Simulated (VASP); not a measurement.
# NiO2 (P-3m1) in VASP: a series of runs, part 2 of 2

VASP 6.6.1. The steps go on from the part before.

### Step 3. Single point, PBEsol

This run uses another cell than the first one, of the same volume but with other edges.

Contents of INCAR:

```
SYSTEM = NiO2
  ALGO = Normal
  EDIFF = 1E-6
  ENCUT = 700
  GGA = PS
  GGA_COMPAT = .FALSE.
  ISIF = 2
  ISMEAR = 0
  LASPH = .TRUE.
  LCHARG = .FALSE.
  LREAL = .FALSE.
  LWAVE = .FALSE.
  NBANDS = 22
  NELM = 120
  PREC = Accurate
  SIGMA = 0.05
```

Contents of KPOINTS:

```
k-points
0
G
  12 12 6
  0 0 0
```

Contents of POSCAR:

```
NiO2
1.0
    2.7134934025      0.0000000000      0.0000000000
   -1.3567467013      2.3499542196      0.0000000000
    0.0000000000      0.0000000000      5.2343287735
Ni O
1 2
Direct
    0.0000000000      0.0000000000      0.5000000000
    0.6666666667      0.3333333333      0.6373845568
    0.3333333333      0.6666666667      0.3626154432
```

Potentials or basis: VASP PAW PBE potentials, release 64 (Ni_sv_GW, O).

The run is started by

```console
$ cat potpaw_PBE.64/Ni_sv_GW/POTCAR potpaw_PBE.64/O/POTCAR > POTCAR
$ mpirun -np 1 vasp_std > vasp.out
```

It took 82 s on 1 thread of AMD EPYC 9R45 (Zen 5), shared host; peak memory 0.24 GiB.

Results (log left out):

```yaml
Free_energy: -18.2331 eV
Pressure: 55.3 GPa
Largest_force: 6.318 eV/Å
Band_gap_on_the_k_mesh: 1.10 eV (least direct gap 1.76 eV)
```

Forces in eV/Å, atoms in the order of the input:
```
Ni   0.000  0.000  0.000
O    0.000  0.000  6.318
O    0.000  0.000 -6.318
```

Stress tensor (GPa, compression positive):
```
61.62  0.00  0.00
 0.00 61.62  0.00
 0.00  0.00 42.62
```

Levels at points of the mesh, in eV from the valence-band top:
```tsv
k point	band 13	band 14	band 15	band 16	band 17	band 18
(0.00, 0.00, 0.00)	-2.04	-2.04	-0.11	2.84	2.84	6.69
(0.50, 0.00, 0.00)	-2.69	-2.18	-1.24	1.55	2.82	12.04
(0.00, 0.00, 0.50)	-2.04	-2.04	0.00	2.85	2.85	7.57
(0.50, 0.00, 0.50)	-2.69	-2.07	-1.27	1.55	2.81	11.21
```

Caveat: the cell differs from its parent crystal (atoms shifted along a free coordinate, c/a of the conventional cell at fixed volume 1.9290); the stress differs along the axes, from 43 to 62 GPa; the PAW data sets were made with another functional, which shifts forces and pressure a little; the run has no spin polarisation, though such a crystal can be magnetic.

### Step 4. Single point, PBEsol (11.13 Å³/atom, c/a of the conventional cell at fixed volume 1.7504)

Contents of INCAR:

```
PREC = Accurate
ENCUT = 700
EDIFF = 1E-6
ISMEAR = 0
SIGMA = 0.05
LREAL = F
LASPH = T
NELM = 120
ALGO = Normal
ISIF = 2
LWAVE = F
LCHARG = F
GGA = PS
NBANDS = 22
GGA_COMPAT = F
```

Contents of KPOINTS:

```
Automatic mesh
0
Gamma
  12 12 6
```

Contents of POSCAR:

```
NiO2
1.0
    2.8028105550      0.0000000000      0.0000000000
   -1.4014052775      2.4273051426      0.0000000000
    0.0000000000      0.0000000000      4.9060395955
Ni O
1 2
Direct
    0.0000000000      0.0000000000      0.5000000000
    0.6666666667      0.3333333333      0.6876599244
    0.3333333333      0.6666666667      0.3123400756
```

The run is started by

```console
$ cat potpaw_PBE.64/Ni_sv_GW/POTCAR potpaw_PBE.64/O/POTCAR > POTCAR
$ mpirun -np 1 vasp_std > vasp.out
```

Wall time 90 s (1 thread of Intel Xeon Platinum 8375C at 2.90GHz (Ice Lake), shared host); peak memory 0.26 GiB.

It converged, with:

```yaml
Free_energy: -19.7839 eV
Pressure: -1.3 GPa
Largest_force: 0.111 eV/Å
Band_gap_on_the_k_mesh: 1.02 eV (least direct gap 1.28 eV)
```

Forces on the atoms (eV/Å):
```
Ni   0.000  0.000  0.000
O    0.000  0.000  0.111
O    0.000  0.000 -0.111
```

Stress tensor (GPa, compression positive):
```
-1.94  0.00  0.00
 0.00 -1.94  0.00
 0.00  0.00  0.12
```

Levels at points of the mesh, in eV from the valence-band top:
| k point | band 13 | band 14 | band 15 | band 16 | band 17 | band 18 |
| --- | --- | --- | --- | --- | --- | --- |
| (0.00, 0.00, 0.00) | -1.17 | -1.02 | -0.27 | 2.30 | 2.30 | 7.43 |
| (0.50, 0.00, 0.00) | -1.77 | -1.65 | -1.02 | 1.59 | 2.21 | 12.35 |
| (0.00, 0.00, 0.50) | -1.18 | -1.18 | -0.06 | 2.31 | 2.31 | 9.36 |
| (0.50, 0.00, 0.50) | -1.67 | -1.67 | -1.07 | 1.59 | 2.17 | 11.68 |

Caveat: the cell differs from its parent crystal (c/a of the conventional cell at fixed volume 1.7504); the PAW data sets were made with another functional, which shifts forces and pressure a little; the run has no spin polarisation, though such a crystal can be magnetic. Spin polarisation is off, so any magnetic state and its effect on volume and gap are missing.

### Step 5. Single point, PBEsol

Contents of INCAR:

```
ALGO = Normal
EDIFF = 1E-6
ENCUT = 700
GGA = PS
GGA_COMPAT = False
ISIF = 2
ISMEAR = 0
LASPH = True
LCHARG = False
LREAL = False
LWAVE = False
NBANDS = 22
NELM = 120
PREC = Accurate
SIGMA = 0.05
```

Contents of KPOINTS:

```
k-points
0
Gamma
  12 12 6
```

Contents of POSCAR:

```
NiO2
1.0
    2.7478231521      0.0000000000      0.0000000000
   -1.3739115761      2.3796846548      0.0000000000
    0.0000000000      0.0000000000      5.1043562873
Ni O
1 2
Direct
    0.0000000000      0.0000000000      0.5000000000
    0.6666666667      0.3333333333      0.6625222406
    0.3333333333      0.6666666667      0.3374777594
```

The run is started by

```console
$ cat potpaw_PBE.64/Ni_sv_GW/POTCAR potpaw_PBE.64/O/POTCAR > POTCAR
$ mpirun -np 1 vasp_std > vasp.out
```

Wall time 43 s (1 thread of Intel Xeon 6975P-C (Granite Rapids), shared host); peak memory 0.27 GiB.

The run converged. Its results:

- Free energy: -19.4438 eV
- Pressure: 23.0 GPa
- Largest force: 2.732 eV/Å
- Band gap on the k mesh: 1.17 eV (least direct gap 1.62 eV)

Forces in eV/Å, atoms in the order of the input:
```
Ni   0.000  0.000  0.000
O    0.000  0.000  2.732
O    0.000  0.000 -2.732
```

Stress tensor (GPa, compression positive):
```
24.18  0.00  0.00
 0.00 24.18  0.00
 0.00  0.00 20.55
```

Levels at points of the mesh, in eV from the valence-band top:
```
           k point  band 12  band 13  band 14  band 15  band 16  band 17  band 18  band 19
(0.00, 0.00, 0.00)    -1.60    -1.55    -1.55    -0.17     2.61     2.61     7.35    11.21
(0.50, 0.00, 0.00)    -2.25    -2.11    -2.05    -1.17     1.66     2.51    12.60    12.78
(0.00, 0.00, 0.50)    -2.13    -1.56    -1.56    -0.01     2.62     2.62     8.70    10.32
(0.50, 0.00, 0.50)    -2.25    -2.05    -1.92    -1.21     1.65     2.50    11.71    12.88
```

Caveat: the cell differs from its parent crystal (atoms shifted along a free coordinate, c/a of the conventional cell at fixed volume 1.8576); the cell stands under pressure; the PAW data sets were made with another functional, which shifts forces and pressure a little; the run has no spin polarisation, though such a crystal can be magnetic.

### Step 6. Single point, PBEsol

This run uses another cell than the first one, of the same volume but with other edges.

Contents of INCAR:

```
PREC = Accurate
ENCUT = 700
EDIFF = 1E-6
ISMEAR = 0
SIGMA = 0.05
LREAL = False
LASPH = True
NELM = 120
ALGO = Normal
ISIF = 2
LWAVE = False
LCHARG = False
GGA = PS
NBANDS = 22
GGA_COMPAT = False
```

Contents of KPOINTS:

```
Automatic mesh
0
Gamma
  12 12 6
```

Contents of POSCAR:

```
NiO2
1.0
    2.8419904474      0.0000000000      0.0000000000
   -1.4209952237      2.4612359247      0.0000000000
    0.0000000000      0.0000000000      4.7717019612
Ni O
1 2
Direct
    0.0000000000      0.0000000000      0.5000000000
    0.6666666667      0.3333333333      0.6625222406
    0.3333333333      0.6666666667      0.3374777594
```

Potentials or basis: VASP PAW PBE potentials, release 64 (Ni_sv_GW, O).

The run is started by

```console
$ cat potpaw_PBE.64/Ni_sv_GW/POTCAR potpaw_PBE.64/O/POTCAR > POTCAR
$ mpirun -np 1 vasp_std > vasp.out
```

Wall time 2.6 min (1 thread of Intel Xeon Platinum 8259CL at 2.50GHz (Skylake/Cascade Lake), shared host); peak memory 0.27 GiB.

The run converged. Its results:

- Free energy: -19.4188 eV
- Pressure: 13.8 GPa
- Largest force: 2.634 eV/Å
- Band gap on the k mesh: 0.83 eV (least direct gap 1.30 eV)

Forces on the atoms (eV/Å):
```
Ni   0.000  0.000  0.000
O    0.000  0.000  2.634
O    0.000  0.000 -2.634
```

Stress tensor (GPa, compression positive):
```
11.53  0.00  0.00
 0.00 11.53  0.00
 0.00  0.00 18.41
```

Levels at points of the mesh, in eV from the valence-band top:
```tsv
k point	band 11	band 12	band 13	band 14	band 15	band 16	band 17	band 18	band 19	band 20
(0.00, 0.00, 0.00)	-2.49	-1.68	-1.68	-1.54	-0.15	2.35	2.35	6.99	10.87	14.11
(0.50, 0.00, 0.00)	-3.96	-2.31	-2.12	-1.89	-1.13	1.27	2.34	12.14	12.15	13.47
(0.00, 0.00, 0.50)	-2.49	-2.25	-1.69	-1.69	0.00	2.36	2.36	8.55	9.96	12.75
(0.50, 0.00, 0.50)	-3.88	-2.31	-2.11	-1.60	-1.17	1.25	2.32	11.01	12.43	14.42
```

Caveat: the cell differs from its parent crystal (atoms shifted along a free coordinate, c/a of the conventional cell at fixed volume 1.6790); the stress differs along the axes, from 12 to 18 GPa; the PAW data sets were made with another functional, which shifts forces and pressure a little; the run has no spin polarisation, though such a crystal can be magnetic. A k mesh can miss the band edges.

### Step 7. Summary

```tsv
cell	gap on the mesh (eV)	pressure (GPa)	largest force (eV/Å)
a = 2.766, b = 2.766, c = 5.039 Å, angles 90.0, 90.0, 120.0°, 3 atoms, atomic positions A	0.91	47.3	5.90
a = 2.713, b = 2.713, c = 5.234 Å, angles 90.0, 90.0, 120.0°, 3 atoms, atomic positions A	1.10	55.3	6.32
a = 2.803, b = 2.803, c = 4.906 Å, angles 90.0, 90.0, 120.0°, 3 atoms, atomic positions B	1.02	-1.3	0.11
a = 2.748, b = 2.748, c = 5.104 Å, angles 90.0, 90.0, 120.0°, 3 atoms, atomic positions C	1.17	23.0	2.73
a = 2.842, b = 2.842, c = 4.772 Å, angles 90.0, 90.0, 120.0°, 3 atoms, atomic positions C	0.83	13.8	2.63
```

Alike in all rows: task single point; level PBEsol; potentials or basis VASP PAW PBE potentials, release 64 (Ni_sv_GW, O); no spin polarisation; k mesh 12 × 12 × 6; cutoff (eV) 700; smearing gaussian 0.05 eV.

Caveats: the PAW data sets were made with another functional, which shifts forces and pressure a little; the run has no spin polarisation, though such a crystal can be magnetic; the stress differs along the axes, from 38 to 52 GPa (at least some runs); the stress differs along the axes, from 43 to 62 GPa (at least some runs); the cell stands under pressure (at least some runs); the stress differs along the axes, from 12 to 18 GPa (at least some runs).

Total energies depend on the potentials used, so only differences within one code and one set of settings carry meaning.
